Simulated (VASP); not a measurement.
# Au (Fm-3m) in VASP: further runs

Au is run at these levels: r2SCAN; tasks: single point, relaxation of cell and atoms.

All numbers are computed with VASP 6.6.1; they aren't measurements. Logs are shortened: lines on timing, memory, paths and dates and some standing lists are left out, and cuts for length are marked.

## 1. The cell of the first run

The structure is cubic, space group Fm-3m (No. 225). The conventional cell has a = 4.205 Å, b = 4.205 Å, c = 4.205 Å, α = 90.00°, β = 90.00°, γ = 90.00°. Within 3.9 Å of Au (site symmetry m-3m) lie 12 Au at 2.97 Å.

## 2. Single point, r2SCAN (18.59 Å³/atom)

POSCAR

```
Au
1.0
    0.0000000000      2.1024553845      2.1024553845
    2.1024553845      0.0000000000      2.1024553845
    2.1024553845      2.1024553845      0.0000000000
Au
1
Direct
    0.0000000000      0.0000000000      0.0000000000
```

INCAR.step1

```
ALGO = Normal ; EDIFF = 1E-4
ENCUT = 520 ; GGA = PE
ISMEAR = 0 ; LASPH = T
LCHARG = F ; LREAL = F
LWAVE = T ; NBANDS = 12
NELM = 100 ; PREC = Accurate
SIGMA = 0.1
```

INCAR.step2

```
ALGO = Normal ; EDIFF = 1E-7
ENCUT = 520 ; ISIF = 2
ISMEAR = 0 ; ISTART = 1
LASPH = T ; LCHARG = T
LELF = T ; LMIXTAU = T
LREAL = F ; LVHAR = T
LWAVE = F ; METAGGA = R2SCAN
NBANDS = 12 ; NELM = 100
PREC = Accurate ; SIGMA = 0.1
```

KPOINTS

```
k-points
0
Gamma
  18 18 18
```

Potentials or basis: VASP PAW PBE potentials, release 64 (Au).

Command:

```bash
$ cat potpaw_PBE.64/Au/POTCAR > POTCAR
$ cp INCAR.step1 INCAR
$ mpirun -np 1 vasp_std > vasp.out
$ cp INCAR.step2 INCAR
$ mpirun -np 1 vasp_std > vasp.out
```

OUTCAR:

```text
EDIFF = 1E-7
   ENCUT = 520
   ISIF = 2
   ISMEAR = 0
   ISTART = 1
   LASPH = T
   LREAL = F
   METAGGA = R2SCAN
   NELM = 100
   PREC = Accurate

 ion  position               nearest neighbor table
   1  0.000  0.000  0.000-

  LATTYP: Found a face centered cubic cell.
 ALAT       =     4.2049107690

  Lattice vectors:

 A1 = (   0.0000000000,   2.1024553845,   2.1024553845)
 A2 = (   2.1024553845,   0.0000000000,   2.1024553845)
 A3 = (   2.1024553845,   2.1024553845,   0.0000000000)

Analysis of symmetry for initial positions (statically):
=====================================================================
 Subroutine PRICEL returns:
 Original cell was already a primitive cell.

 Routine SETGRP: Setting up the symmetry group for a
 face centered cubic supercell.

 Subroutine GETGRP returns: Found 48 space group operations
 (whereof 48 operations were pure point group operations)
 out of a pool of 48 trial point group operations.

The static configuration has the point symmetry O_h .

Analysis of symmetry for dynamics (positions and initial velocities):
=====================================================================
 Subroutine PRICEL returns:
 Original cell was already a primitive cell.

 Routine SETGRP: Setting up the symmetry group for a
 face centered cubic supercell.

 Subroutine GETGRP returns: Found 48 space group operations
 (whereof 48 operations were pure point group operations)
 out of a pool of 48 trial point group operations.

The dynamic configuration has the point symmetry O_h .

 Subroutine INISYM returns: Found 48 space group operations
 (whereof 48 operations are pure point group operations),
 and found     1 'primitive' translations

----------------------------------------------------------------------------------------

                                     Primitive cell

  volume of cell :      18.5870

  direct lattice vectors                    reciprocal lattice vectors
     0.000000000  2.102455384  2.102455384    -0.237817175  0.237817175  0.237817175
     2.102455384  0.000000000  2.102455384     0.237817175 -0.237817175  0.237817175
     2.102455384  2.102455384  0.000000000     0.237817175  0.237817175 -0.237817175

  length of vectors
     2.973320919  2.973320919  2.973320919     0.411911430  0.411911430  0.411911430

  position of ions in fractional coordinates (direct lattice)
     0.000000000  0.000000000  0.000000000

  ion indices of the primitive-cell ions
   primitive index   ion index
                 1           1

----------------------------------------------------------------------------------------

 KPOINTS: k-points

Automatic generation of k-mesh.
 Grid dimensions read from file:
 generate k-points for:   18   18   18

 Generating k-lattice:

  Cartesian coordinates                     Fractional coordinates (reciprocal lattice)
    -0.013212065  0.013212065  0.013212065     0.055555556  0.000000000  0.000000000
     0.013212065 -0.013212065  0.013212065     0.000000000  0.055555556  0.000000000
     0.013212065  0.013212065 -0.013212065     0.000000000  0.000000000  0.055555556

  Length of vectors
     0.022883968  0.022883968  0.022883968

  Shift w.r.t. Gamma in fractional coordinates (k-lattice)
     0.000000000  0.000000000  0.000000000

 Subroutine IBZKPT returns following result:
 ===========================================

 Found    195 irreducible k-points:

 Following reciprocal coordinates:
            Coordinates               Weight
  0.000000  0.000000  0.000000      1.000000
  0.055556  0.000000  0.000000      8.000000
  0.111111  0.000000  0.000000      8.000000
  0.166667  0.000000  0.000000      8.000000
  0.222222  0.000000  0.000000      8.000000
  0.277778  0.000000  0.000000      8.000000
[... 16 lines left out ...]
 -0.277778  0.055556  0.000000     24.000000
 -0.222222  0.055556  0.000000     24.000000
 [... further k-points ...]
   k-points           NKPTS =    195   k-points in BZ     NKDIM =    195   number of bands    NBANDS=     12
   number of dos      NEDOS =    301   number of ions     NIONS =      1
   total plane-waves  NPLWV =  13824
   dimension x,y,z NGX =    24 NGY =   24 NGZ =   24
   dimension x,y,z NGXF=    48 NGYF=   48 NGZF=   48
   ions per type =               1
   NGX,Y,Z   is equivalent  to a cutoff of  13.42, 13.42, 13.42 a.u.
   NGXF,Y,Z  is equivalent  to a cutoff of  26.84, 26.84, 26.84 a.u.
 SYSTEM =  unknown system
   PREC   = accura    normal or accurate (medium, high low for compatibility)
   ISTART =      1    job   : 0-new  1-cont  2-samecut
   ICHARG =      0    charge: 1-file 2-atom 10-const
   ISPIN  =      1    spin polarized calculation?
   LNONCOLLINEAR =      F non collinear calculations
   LSORBIT =      F    spin-orbit coupling
   LASPH  =      T    aspherical Exc in radial PAW
   ENCUT  =  520.0 eV  38.22 Ry    6.18 a.u.   5.53  5.53  5.53*2*pi/ulx,y,z
   NELM   =    100;   NELMIN=  2; NELMDL=  0     # of ELM steps
   EDIFF  = 0.1E-06   stopping-criterion for ELM
   LREAL  =      F    real-space projection
   EDIFFG = 0.1E-05   stopping-criterion for IOM
   NSW    =      0    number of steps for IOM
   IBRION =     -1    ionic relax: 0-MD 1-quasi-New 2-CG
   NFREE  =      0    steps in history (QN), initial steepest desc. (CG)
   ISIF   =      2    stress and relaxation
   ISYM   =      2    0-nonsym 1-usesym 2-fastsym
   POTIM  = 0.5000    time-step for ionic-motion
   TEBEG  =    0.0;   TEEND  =   0.0 temperature during run
   PSTRESS=    0.0 pullay stress
   NELECT =      11.0000    total number of electrons
   NUPDOWN=      -1.0000    fix difference up-down
   EMIN   =  10.00;   EMAX   =-10.00  energy-range for DOS
   EFERMI =   0.00;   METHOD = LEGACY
   ISMEAR =     0;   SIGMA  =   0.10  broadening in eV -4-tet -1-fermi 0-gaus
   EFERMI_NEDOS =   21; number of points for ismear=-14 and -15
   IALGO  =     38    algorithm
   IMIX   =      4    mixing-type and parameters
     AMIX     =   0.40;   BMIX     =  1.00
     AMIX_MAG =   1.60;   BMIX_MAG =  1.00
  volume/ion in A,a.u.               =      18.59       125.43
  Fermi-wavevector in a.u.,A,eV,Ry     =   1.374471  2.597374 25.703728  1.889171
  Thomas-Fermi vector in A             =   2.499895
   LORBIT       =      0    0 simple, 1 ext, 2 COOP (PROOUT), +10 PAW based schemes
   METAGGA = R2SCAN    functional components
   LHFCALC =     F    Hartree Fock is set to
   AEXX    =    0.0000 exact exchange contribution
   IVDW    =     0    specifies the selected vdW correction
   LEPSILON=     F    determine dielectric tensor
   LRPA    =     F    only Hartree local field effects (RPA)
 non-spin polarized calculation
 Gauss-broadening in eV      SIGMA  =   0.10
  energy-cutoff  :      520.00
  volume of cell :       18.59
 maximum number of plane-waves:       531
 NGX is ok and might be reduce to    24
   NGX = 11   NGY = 11   NGZ = 11

 number of electron      10.9999999 magnetization

 Free energy of the ion-electron system (eV)
  ---------------------------------------------------
  ext. energy  EPLUGINS =         0.00000000
  ---------------------------------------------------
  free energy    TOTEN  =       -50.57223231 eV

  energy without entropy =      -50.57091503  energy(sigma->0) =      -50.57157367

 E-fermi :   7.8989     XC(G=0): -13.0195

 val. band max:        7.8490339853   @ k =   0.5000   0.2778   0.1111
 cond. band min:       7.9552888753   @ k =   0.5000   0.1667   0.0556
 fundamental gap:      0.1062548900
 Fermi energy:         7.8989102981

 k-point     1 :       0.0000    0.0000    0.0000
  band No.  band energies     occupation
      1      -1.2191      2.00000
      2       3.4542      2.00000
      3       3.4542      2.00000
      4       3.4542      2.00000
      5       4.7651      2.00000
      6       4.7651      2.00000
      7      23.3480      0.00000
      8      26.8973      0.00000
      9      26.8973      0.00000
     10      26.8973      0.00000
     11      31.8738      0.00000
     12      35.4731      0.00000

 k-point     2 :       0.0556    0.0000    0.0000
  band No.  band energies     occupation
      1      -1.1156      2.00000
      2       3.4248      2.00000
      3       3.4879      2.00000
      4       3.4879      2.00000
      5       4.7510      2.00000
      6       4.7510      2.00000
      7      23.4490      0.00000
      8      26.1593      0.00000
      9      26.9970      0.00000
     10      26.9970      0.00000
     11      32.3789      0.00000
     12      34.3458      0.00000

 k-point     3 :       0.1111    0.0000    0.0000
  band No.  band energies     occupation
      1      -0.8134      2.00000
      2       3.3514      2.00000
      3       3.5757      2.00000
      4       3.5757      2.00000
      5       4.7235      2.00000
      6       4.7235      2.00000
      7      23.5751      0.00000
      8      24.7002      0.00000
      9      27.2689      0.00000
     10      27.2689      0.00000
     11      31.7112      0.00000
     12      33.7178      0.00000

 k-point     4 :       0.1667    0.0000    0.0000
  band No.  band energies     occupation
      1      -0.3429      2.00000
      2       3.2820      2.00000
      3       3.6729      2.00000
      4       3.6729      2.00000
      5       4.7288      2.00000
      6       4.7288      2.00000
      7      22.2863      0.00000
      8      24.3414      0.00000
      9      27.6118      0.00000
     10      27.6118      0.00000
     11      30.4583      0.00000
     12      32.4614      0.00000

 k-point     5 :       0.2222    0.0000    0.0000
  band No.  band energies     occupation
      1       0.2213      2.00000
      2       3.3124      2.00000
      3       3.7131      2.00000
      4       3.7131      2.00000
      5       4.8324      2.00000
      6       4.8324      2.00000
      7      20.1715      0.00000
      8      24.3809      0.00000
      9      27.7743      0.00000
     10      27.7743      0.00000
     11      29.9355      0.00000
     12      31.5013      0.00000
[... 228 lines left out ...]
      1       1.2112      2.00000
      2       3.4480      2.00000
      3       3.5203      2.00000
      4       5.1690      2.00000
      5       5.5483      2.00000
      6       6.5103      2.00000
      7      12.9164      0.00000
      8      23.0725      0.00000
      9      24.7049      0.00000
     10      25.9682      0.00000
     11      31.9199      0.00000
     12      32.3566      0.00000

 k-point    22 :      -0.3333    0.0556    0.0000
  band No.  band energies     occupation
      1       1.1570      2.00000
      2       3.5311      2.00000
      3       3.5977      2.00000
      4       4.4206      2.00000
      5       5.2630      2.00000
      6       5.8384      2.00000
      7      15.0034      0.00000
      8      23.4088      0.00000
      9      25.1490      0.00000
     10      26.9991      0.00000
     11      30.9578      0.00000
     12      31.8396      0.00000

 k-point    23 :      -0.2778    0.0556    0.0000
  band No.  band energies     occupation
      1       0.9427      2.00000
      2       3.5567      2.00000
      3       3.6907      2.00000
      4       3.7542      2.00000
      5       4.9568      2.00000
      6       5.4366      2.00000
      7      17.2262      0.00000
      8      23.8148      0.00000
      9      25.7852      0.00000
     10      28.2301      0.00000
     11      29.8809      0.00000
     12      31.1783      0.00000

 k-point    24 :      -0.2222    0.0556    0.0000
  band No.  band energies     occupation
      1       0.4939      2.00000
      2       3.2743      2.00000
      3       3.7334      2.00000
      4       3.7577      2.00000
      5       4.7034      2.00000
      6       5.1292      2.00000
      7      19.4828      0.00000
      8      24.1447      0.00000
      9      26.4133      0.00000
     10      29.1339      0.00000
     11      29.1445      0.00000
     12      30.9449      0.00000

 [... further k-points ...]
[... 5 lines left out ...]
  --------------------------------------------------------------------------------------
  -------------------------------------------------------------------------------------
  Total       -0.8598396     -0.8598396     -0.8598396     -0.0000000      0.0000000      0.0000000
  in kB      -74.1169677    -74.1169677    -74.1169677     -0.0000000      0.0000000      0.0000000
  external PRESSURE =     -74.1169677 kB  Pullay stress =       0.0000000 kB

 VOLUME and BASIS-vectors are now :
 -----------------------------------------------------------------------------
  energy-cutoff  :      520.00
  volume of cell :       18.59
      direct lattice vectors                 reciprocal lattice vectors
     0.000000000  2.102455384  2.102455384    -0.237817175  0.237817175  0.237817175
     2.102455384  0.000000000  2.102455384     0.237817175 -0.237817175  0.237817175
     2.102455384  2.102455384  0.000000000     0.237817175  0.237817175 -0.237817175

 POSITION                                       TOTAL-FORCE (eV/Angst)
 -----------------------------------------------------------------------------------
      0.00000      0.00000      0.00000        -0.000000     -0.000000      0.000000
 -----------------------------------------------------------------------------------
    total drift:                                0.000000      0.000000     -0.000000

  FREE ENERGIE OF THE ION-ELECTRON SYSTEM (eV)
  ---------------------------------------------------
  free  energy   TOTEN  =       -50.5722323067 eV

  energy  without entropy=      -50.5709150347  energy(sigma->0) =      -50.57157367
```

Run time: 50 s. Hardware: 1 thread of Intel Xeon 6975P-C (Granite Rapids), shared host; peak memory 0.18 GiB.

Results:

- Free energy: -50.5722 eV
- Pressure: -7.4 GPa
- Band gap on the k mesh: zero (an odd number of electrons rules out a gap without spin polarisation)

Caveat: the cell stands under tension; the PAW data sets were made with another functional, which shifts forces and pressure a little; spin-orbit coupling is left out, which moves the levels of the heavy elements.

## 3. Relaxation of cell and atoms, r2SCAN

This run uses another cell than the first one, of 16.85 Å³/atom.

POSCAR

```
Au
1.0
    0.0000000000      2.0350000000      2.0350000000
    2.0350000000      0.0000000000      2.0350000000
    2.0350000000      2.0350000000      0.0000000000
Au
1
Direct
    0.0000000000      0.0000000000      0.0000000000
```

INCAR.step1

```
ALGO     = Normal         # electronic algorithm
EDIFF    = 1E-4           # SCF threshold, eV
ENCUT    = 600            # plane-wave cutoff, eV
GGA      = PE             # functional
ISMEAR   = 0              # smearing method
LASPH    = T              # aspherical terms in the spheres
LCHARG   = F              # write CHGCAR
LREAL    = F              # projectors in reciprocal space
LWAVE    = T              # write WAVECAR
NELM     = 80             # most SCF steps
PREC     = Accurate       # precision mode
SIGMA    = 0.1            # smearing width, eV
```

INCAR.step2

```
ALGO     = Normal         # electronic algorithm
EDIFF    = 1E-7           # SCF threshold, eV
EDIFFG   = -0.005         # ionic threshold
ENCUT    = 600            # plane-wave cutoff, eV
IBRION   = 2              # ionic algorithm
ISIF     = 3              # what is computed and relaxed
ISMEAR   = 0              # smearing method
ISTART   = 1            
LASPH    = T              # aspherical terms in the spheres
LCHARG   = F              # write CHGCAR
LMIXTAU  = T            
LREAL    = F              # projectors in reciprocal space
LWAVE    = F              # write WAVECAR
METAGGA  = R2SCAN         # meta-GGA
NELM     = 80             # most SCF steps
NSW      = 100            # ionic steps
PREC     = Accurate       # precision mode
SIGMA    = 0.1            # smearing width, eV
```

KPOINTS is that of step 2.

Potentials or basis: VASP PAW PBE potentials, release 64 (Au).

Command:

```bash
$ cat potpaw_PBE.64/Au/POTCAR > POTCAR
$ cp INCAR.step1 INCAR
$ mpirun -np 1 vasp_std > vasp.out
$ cp INCAR.step2 INCAR
$ mpirun -np 1 vasp_std > vasp.out
```

OUTCAR:

```text
EDIFF = 1E-7
   EDIFFG = -0.005
   ENCUT = 600
   IBRION = 2
   ISIF = 3
   ISMEAR = 0
   ISTART = 1
   LASPH = T
   LREAL = F
   METAGGA = R2SCAN
   NELM = 80
   NSW = 100
   PREC = Accurate

 ion  position               nearest neighbor table
   1  0.000  0.000  0.000-

  LATTYP: Found a face centered cubic cell.
 ALAT       =     4.0700000000

  Lattice vectors:

 A1 = (   0.0000000000,   2.0350000000,   2.0350000000)
 A2 = (   2.0350000000,   0.0000000000,   2.0350000000)
 A3 = (   2.0350000000,   2.0350000000,   0.0000000000)

Analysis of symmetry for initial positions (statically):
=====================================================================
 Subroutine PRICEL returns:
 Original cell was already a primitive cell.
[... 281 lines left out ...]

  energy without entropy =      -50.59506771  energy(sigma->0) =      -50.59564313

 E-fermi :   8.7859     XC(G=0): -13.4124

 val. band max:        8.7640870502   @ k =   0.5000   0.2778   0.1111
 cond. band min:       8.8262534510   @ k =   0.5000   0.1667   0.0556
 fundamental gap:      0.0621664008
 Fermi energy:         8.7859357592

 k-point     1 :       0.0000    0.0000    0.0000
  band No.  band energies     occupation
      1      -0.9342      2.00000
      2       4.0426      2.00000
      3       4.0426      2.00000
      4       4.0426      2.00000
      5       5.4940      2.00000
      6       5.4940      2.00000
      7      24.1824      0.00000
      8      28.0875      0.00000
      9      28.0875      0.00000
[... 265 lines left out ...]
 k-point    24 :      -0.2222    0.0556    0.0000
  band No.  band energies     occupation
      1       0.8602      2.00000
      2       3.8255      2.00000
      3       4.3446      2.00000
      4       4.3744      2.00000
      5       5.4178      2.00000
      6       5.8891      2.00000
      7      20.7605      0.00000
      8      25.1848      0.00000
      9      27.8630      0.00000

 [... further k-points ...]
[... 5 lines left out ...]
  --------------------------------------------------------------------------------------
  -------------------------------------------------------------------------------------
  Total        0.0033384      0.0033384      0.0033384      0.0000000      0.0000000     -0.0000000
  in kB        0.3044033      0.3044033      0.3044033      0.0000000      0.0000000     -0.0000000
  external PRESSURE =       0.3044033 kB  Pullay stress =       0.0000000 kB
[... 16 lines left out ...]
  FREE ENERGIE OF THE ION-ELECTRON SYSTEM (eV)
  ---------------------------------------------------
  free  energy   TOTEN  =       -50.5962185627 eV

  energy  without entropy=      -50.5950677062  energy(sigma->0) =      -50.59564313

 reached required accuracy - stopping structural energy minimisation
```

Run time: 2.1 min. Hardware: 1 thread of Intel Xeon 6975P-C (Granite Rapids), shared host; peak memory 0.19 GiB.

Results:

* Free energy: -50.5962 eV
* Relaxed volume: 17.57 Å³/atom
* Relaxed cell: a = 2.918 Å, b = 2.918 Å, c = 2.918 Å, α = 60.00°, β = 60.00°, γ = 60.00°
* Space group after relaxing (to 0.1 Å): Fm-3m (No. 225)
* Energy gained by relaxing: 15.8 meV/atom
* Ionic steps: 4
* Pressure after relaxing: 0.0 GPa
* Band gap on the k mesh: zero (an odd number of electrons rules out a gap without spin polarisation)

The path:
```csv
step,energy change (eV),largest force (eV/Å),pressure (GPa),volume (Å³)
1,0.0000,0.0000,7.41,16.85
2,0.0214,0.0000,-8.70,18.83
3,-0.0158,0.0000,-0.09,17.59
4,-0.0158,0.0000,0.03,17.57
```

Final structure:
```cif
data_structure
_symmetry_space_group_name_H-M 'P 1'
_symmetry_Int_Tables_number 1
_cell_length_a 2.9181
_cell_length_b 2.9181
_cell_length_c 2.9181
_cell_angle_alpha 60.000
_cell_angle_beta 60.000
_cell_angle_gamma 60.000
_cell_volume 17.57
loop_
_atom_site_label
_atom_site_type_symbol
_atom_site_fract_x
_atom_site_fract_y
_atom_site_fract_z
_atom_site_occupancy
Au1 Au 0.00000 0.00000 0.00000 1
```

Levels at points of the mesh, in eV from the Fermi level:
| k point | band 4 | band 5 | band 6 | band 7 | band 8 | band 9 |
| --- | --- | --- | --- | --- | --- | --- |
| (0.00, 0.00, 0.00) | -4.74 | -3.29 | -3.29 | 15.40 | 19.30 | 19.30 |
| (0.50, 0.00, 0.00) | -2.11 | -2.11 | -0.62 | 3.05 | 14.87 | 17.72 |
| (0.50, 0.50, 0.00) | -1.78 | -1.78 | 1.32 | 5.79 | 10.47 | 10.47 |

Caveat: the PAW data sets were made with another functional, which shifts forces and pressure a little; spin-orbit coupling is left out, which moves the levels of the heavy elements.
